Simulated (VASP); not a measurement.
SnPb3S4:

```xyz
8
Lattice="-0.0009 -0.0471 4.2165 4.0971 -5.8816 0.0657 4.2458 5.9867 -0.0676" Properties=species:S:1:pos:R:3 pbc="T T T"
Sn    4.2087    0.0064    2.1580
Pb    2.2096    2.9644   -0.0844
Pb    2.0781   -3.0159    0.1706
Pb    0.1221   -0.0684    2.0754
S     1.9659    0.0524   -0.0031
S     6.2512    0.1613    0.0424
S     4.0701    2.8739    1.9931
S     4.1209   -2.7529    2.0753
```

| Item | Value |
| --- | --- |
| Program | VASP 6.6.1 |
| Task | relaxation of cell and atoms |
| Functional | PBE |
| Potentials or basis | VASP PAW PBE potentials, release 64 (Sn_d, Pb_d, S) |
| Cutoff | 500 eV |
| k mesh | 6 × 4 × 4 |
| Occupations | gaussian, width 0.2 eV |
| Spin | no spin polarisation |

At the start: pressure 1.9 GPa; volume 26.09 Å³/atom.

**Question.** How do energy, volume and symmetry change on relaxing?

**Answer.** Over 22 steps the energy falls by 31.1 meV/atom and the volume is 26.74 Å³/atom (+2.5 %); space group P1 (No. 1, to 0.1 Å) before, Pm (No. 6, to 0.1 Å).

Step by step:
```csv
step,energy change (eV),largest force (eV/Å),pressure (GPa),volume (Å³)
1,0.0000,0.6773,1.89,208.69
2,-0.1127,0.4583,-0.68,218.12
3,-0.1139,0.4389,-0.94,219.19
4,-0.1697,0.3447,-0.59,217.10
5,-0.2128,0.2484,0.28,212.76
6,-0.2131,0.2419,0.21,213.07
7,-0.2259,0.1779,-0.04,213.90
8,-0.2323,0.0985,-0.36,215.09
9,-0.2381,0.1017,0.27,212.47
10,-0.2383,0.0951,0.16,212.92
11,-0.2420,0.0843,0.00,213.56
12,-0.2428,0.0776,-0.13,214.06
13,-0.2455,0.0562,-0.01,213.59
14,-0.2459,0.0433,0.07,213.30
15,-0.2468,0.0318,-0.02,213.71
16,-0.2470,0.0344,-0.10,214.07
17,-0.2475,0.0351,0.06,213.47
18,-0.2475,0.0351,0.04,213.54
19,-0.2478,0.0317,0.02,213.70
20,-0.2482,0.0279,-0.03,213.98
21,-0.2482,0.0273,-0.04,214.09
22,-0.2485,0.0214,0.01,213.92
```

Final structure:
```
CELL_PARAMETERS angstrom
0.00315 0.00307 4.21628
4.24854 -5.99179 -0.00221
4.22876 5.97841 0.00719
ATOMIC_POSITIONS crystal
Sn 0.50444 0.51562 0.50182
Pb 0.00134 0.00685 0.50305
Pb 0.00016 0.50189 0.00131
Pb 0.50264 0.01176 0.00391
S 0.99536 0.24485 0.24371
S 0.99553 0.73577 0.73288
S 0.49990 0.24450 0.75421
S 0.50063 0.73875 0.25911
```
